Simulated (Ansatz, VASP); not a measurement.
## Ti in VASP and in Ansatz

INCAR

```
SYSTEM = Ti
PREC = Accurate ; ENCUT = 520
EDIFF = 1E-6 ; ISMEAR = -1
SIGMA = 0.1 ; LREAL = .FALSE.
LASPH = .TRUE. ; NELM = 100
ALGO = Normal ; ISIF = 2
LWAVE = .FALSE. ; LCHARG = .FALSE.
GGA = PS ; NBANDS = 19
```

The input KPOINTS:

```
Automatic mesh
0
G
  20 20 11
  0 0 0
```

Contents of POSCAR:

```
Ti
1.0
    2.8617466466      0.0000000000      0.0000000000
   -1.4308733233      2.4783452951      0.0000000000
    0.0000000000      0.0000000000      4.5331950177
Ti
2
Direct
    0.3333333333      0.6666666667      0.2500000000
    0.6666666667      0.3333333333      0.7500000000
```

Input for Ansatz:

```yaml
crystal:
  lattice:
    - [2.8617466466, 0.0, 0.0]
    - [-1.4308733233, 2.4783452951, 0.0]
    - [0.0, 0.0, 4.5331950177]
  atoms:
    - { symbol: Ti, position: [0.3333333333, 0.6666666667, 0.25] }
    - { symbol: Ti, position: [0.6666666667, 0.3333333333, 0.75] }
hamiltonian:
  xc: pbesol
  pseudopotentials:
    kind: paw
    azcp:
      Ti: "pseudopotentials/Ti.paw.azcp"
basis:
  ecutwfc: 420
  fft_grid_basis: typed
kpoints:
  mp_grid: { grid: [20, 20, 11], shift: [0, 0, 0] }
magnetization:
  spin_polarized: false
scf:
  occupations: { method: fermi_dirac, width: 0.1 }
output:
  stress: true
```

Alike in both runs: task single point; functional PBEsol; k mesh 20 × 20 × 11; occupations fermi-dirac, width 0.1 eV; no spin polarisation.

|  | VASP | Ansatz |
| --- | --- | --- |
| version | VASP 6.6.1 | Ansatz 0.2.0 |
| potentials or method | VASP PAW PBE potentials, release 64 (Ti_sv), cutoff 520 eV | plane waves (420 eV) with PAW, scalar-relativistic |
| valence electrons in the cell | 24 | 24 |

Ansatz gave:

- pressure (GPa): 5.2

Problem. Estimate VASP's values.

Solution. Pressure (GPa): 4.9.

VASP's potentials were made for PBE, not for PBEsol, and Ansatz warns of the same on its side.
